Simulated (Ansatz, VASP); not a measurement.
**Ru: VASP beside Ansatz**

```xyz
1
Lattice="0.0000 1.9118 1.9118 1.9118 0.0000 1.9118 1.9118 1.9118 0.0000" Properties=species:S:1:pos:R:3 pbc="T T T"
Ru    0.0000    0.0000    0.0000
```

Alike in both runs: task single point; functional r2SCAN; k mesh 11 × 11 × 11; occupations tetrahedron; no spin polarisation.

|  | VASP | Ansatz |
| --- | --- | --- |
| version | VASP 6.6.1 | Ansatz 0.2.0 |
| potentials or method | VASP PAW PBE potentials, release 64 (Ru_pv), cutoff 550 eV | PAW plane waves |
| valence electrons in the cell | 14 | 16 |

|  | VASP | Ansatz | Ansatz less VASP |
| --- | --- | --- | --- |
| pressure (GPa) | -8.3 | -9.5 | -1.24 |

VASP's potentials were made for PBE, not for r2SCAN. VASP's potentials hold 14 valence electrons a cell and Ansatz's 16, so a difference there can come from the potentials and not from the codes. Ansatz's warnings: band table not solved further, product built on unsolved table, tetrahedron derivatives may miss energy slope.
